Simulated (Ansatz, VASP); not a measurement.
Two plane-wave programs on ZrB2

The input INCAR:

```
  PREC = Accurate
  ENCUT = 520
  EDIFF = 1E-8
  ISMEAR = -1
  SIGMA = 0.05
  LREAL = False
  LASPH = True
  NELM = 150
  ALGO = Normal
  ISIF = 2
  LWAVE = False
  LCHARG = False
  LNONCOLLINEAR = True
  MAGMOM = 0 0 0 0 0 0 0 0 0
  LORBIT = 11
  LSORBIT = True
  GGA_COMPAT = False
  LORBMOM = True
  LMAXMIX = 4
  GGA = PE
  LEFG = True
  NBANDS = 31
```

The input KPOINTS:

```
regular mesh
0
Gamma
  17 17 13
```

The input POSCAR:

```
ZrB2
1.0
    3.1700000000      0.0000000000      0.0000000000
   -1.5850000000      2.7453005300      0.0000000000
    0.0000000000      0.0000000000      3.5330000000
Zr B
1 2
Direct
    0.0000000000      0.0000000000      0.0000000000
    0.3333333333      0.6666666667      0.5000000000
    0.6666666667      0.3333333333      0.5000000000
```

Input for Ansatz:

```yaml
crystal:
  lattice:
    - [3.17, 0.0, 0.0]
    - [-1.585, 2.74530053, 0.0]
    - [0.0, 0.0, 3.533]
  atoms:
    - { symbol: Zr, position: [0.0, 0.0, 0.0] }
    - { symbol: B, position: [0.3333333333, 0.6666666667, 0.5] }
    - { symbol: B, position: [0.6666666667, 0.3333333333, 0.5] }
kpoints:
  mp_grid: { grid: [17, 17, 13] }
scf:
  occupations: { method: fermi_dirac, width: 0.05 }
hamiltonian:
  xc: pbe
  pseudopotentials: { kind: paw_fr }
output:
  forces: true
  stress: true
  populations: true
  efg:
    quadrupole_moments_barn: { Zr: -0.176, B: 0.04059 }
    contact_densities: true
magnetization:
  noncollinear: true
  spin_orbit: true
```

Alike in both runs: task electric field gradients; functional PBE; k mesh 17 × 17 × 13; occupations fermi-dirac, width 0.05 eV; non-collinear spin, spin-orbit coupling.

```csv
,VASP,Ansatz
version,VASP 6.6.1,Ansatz 0.2.0
potentials or method,"VASP PAW PBE potentials, release 64 (Zr_sv, B)",plane-wave PAW
plane-wave cutoff (eV),520,420
valence electrons in the cell,18,18
```

Ansatz gave:

```
pressure (GPa)                                                : 0.7
traceless stress, the component that is largest in VASP (GPa) : 0.37
net moment per atom (μB)                                      : 0.00
size of Vzz on the site where it differs most (V/Å²)          : 45.6
```

Q: Which values does VASP return?

A: Pressure (GPa): 0.9; traceless stress, the component that is largest in VASP (GPa): 0.43; net moment per atom (μB): 0.00; size of Vzz on the site where it differs most (V/Å²): 41.8.

With one functional, cell and mesh, what is left measures potentials, basis and numerics.
